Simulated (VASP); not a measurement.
## CuO (zincblende type): electric field gradients with PBE

CuO (zincblende type):

```
Cu O
1.0
     0.00000    2.23895    2.23895
     2.23895    0.00000    2.23895
     2.23895    2.23895    0.00000
Cu O
1 1
Direct
  0.00000 0.00000 0.00000
  0.25000 0.25000 0.25000
```

* Program: VASP 6.6.1
* Task: electric field gradients
* Functional: PBE
* Potentials or basis: VASP PAW PBE potentials, release 64 (Cu, O)
* Cutoff: 520 eV
* k mesh: 16 × 16 × 16
* Occupations: fermi-dirac, width 0.05 eV
* Spin: no spin polarisation
* Dipole correction: no
* Further INCAR settings: ALGO = Normal; EDIFF = 1e-08; NBANDS = 16

```
Pressure                                : 5.3 GPa
Band gap on the k mesh                  : zero (an odd number of electrons rules out a gap without spin polarisation)
Largest electric field gradient by atom : zero within the noise of the run
```

Levels at points of the mesh, in eV from the Fermi level:
```
           k point  band 7  band 8  band 9  band 10  band 11  band 12
(0.00, 0.00, 0.00)    0.83    0.83    0.83     1.02    14.56    14.56
(0.50, 0.00, 0.00)   -1.88   -0.02   -0.02     6.28     8.03    14.15
(0.50, 0.50, 0.00)   -1.45   -1.19   -1.19     5.89    10.27    11.63
```

It took 43 s on 1 thread of Intel Xeon 6455B, with other jobs on the host, peak memory 0.17 GiB.

Caveat: the cell stands under pressure; an odd number of electrons without spin polarisation forces a metal; a magnetic or distorted state may lie lower; semilocal functionals often make such compounds metallic where correlation or magnetic order opens a gap, which also shifts bond lengths. With open d or f shells a metallic result of PBE can be an artefact of self-interaction; +U or a hybrid may open a gap.
